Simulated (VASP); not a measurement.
Write the native input for VASP 6.6.1 that does the following.

```
Task                            : G0W0 quasiparticle levels
Functional                      : PBE
Potentials or basis             : VASP PAW PBE potentials, release 64 (Al_GW, P_GW)
Cutoff                          : 500 eV
k mesh                          : 2 × 2 × 2
Occupations                     : gaussian, width 0.01 eV
Spin                            : no spin polarisation
Dipole correction               : no
GW scheme                       : G0W0
GW iterations                   : 1
Cutoff of the response function : 113.3
Frequency points                : 48
Empty bands                     : 201
Further INCAR settings          : ALGO = EVGW0; EDIFF = 1e-08; NBANDS = 205
```

The system is AlP.

```xyz
2
Lattice="0.0000 2.7315 2.7315 2.7315 0.0000 2.7315 2.7315 2.7315 0.0000" Properties=species:S:1:pos:R:3 pbc="T T T"
Al    0.0000    0.0000    0.0000
P     1.3658    1.3658    1.3658
```

The input as run:

POSCAR

```
AlP
1.0
    0.0000000000      2.7315000000      2.7315000000
    2.7315000000      0.0000000000      2.7315000000
    2.7315000000      2.7315000000      0.0000000000
Al P
1 1
Direct
    0.0000000000      0.0000000000      0.0000000000
    0.2500000000      0.2500000000      0.2500000000
```

INCAR.step1

```
PREC = Accurate
ENCUT = 500
EDIFF = 1E-8
ISMEAR = 0
SIGMA = 0.01
LREAL = False
LASPH = True
NELM = 80
ALGO = Normal
LWAVE = True
LCHARG = False
GGA = PE
```

INCAR.step2

```
PREC = Accurate
ENCUT = 500
EDIFF = 1E-8
ISMEAR = 0
SIGMA = 0.01
LREAL = False
LASPH = True
NELM = 1
ALGO = Exact
LWAVE = True
LCHARG = False
GGA = PE
NBANDS = 205
LOPTICS = True
ISTART = 1
```

INCAR.step3

```
PREC = Accurate
ENCUT = 500
EDIFF = 1E-8
ISMEAR = 0
SIGMA = 0.01
LREAL = False
LASPH = True
ALGO = EVGW0
LWAVE = False
LCHARG = False
GGA = PE
NELMGW = 1
NBANDS = 205
ENCUTGW = 113.3
NOMEGA = 48
PRECFOCK = Fast
ISTART = 1
NBANDSGW = 12
```

KPOINTS

```
regular mesh
0
Gamma
  2 2 2
```

Potentials or basis: VASP PAW PBE potentials, release 64 (Al_GW, P_GW).

Command:

```console
$ cat potpaw_PBE.64/Al_GW/POTCAR potpaw_PBE.64/P_GW/POTCAR > POTCAR
$ cp INCAR.step1 INCAR
$ mpirun -np 1 vasp_std > vasp.out
$ cp INCAR.step2 INCAR
$ mpirun -np 1 vasp_std > vasp.out
$ cp INCAR.step3 INCAR
$ mpirun -np 1 vasp_std > vasp.out
```

It gave:

```json
{
 "Band gap on the k mesh, mean-field level": "1.38 eV, indirect (least direct gap 3.25 eV)",
 "Quasiparticle gap": "1.99 eV",
 "Least direct quasiparticle gap": "4.18 eV"
}
```

Caveat: the k points lie up to 1.00 Å⁻¹ apart; bands, screening cutoff and mesh are small and nothing is extrapolated, so the quasiparticle values aren't converged.

It took 23 s on 1 thread of Intel Xeon 6975P-C, with other jobs on the host, peak memory 0.26 GiB.
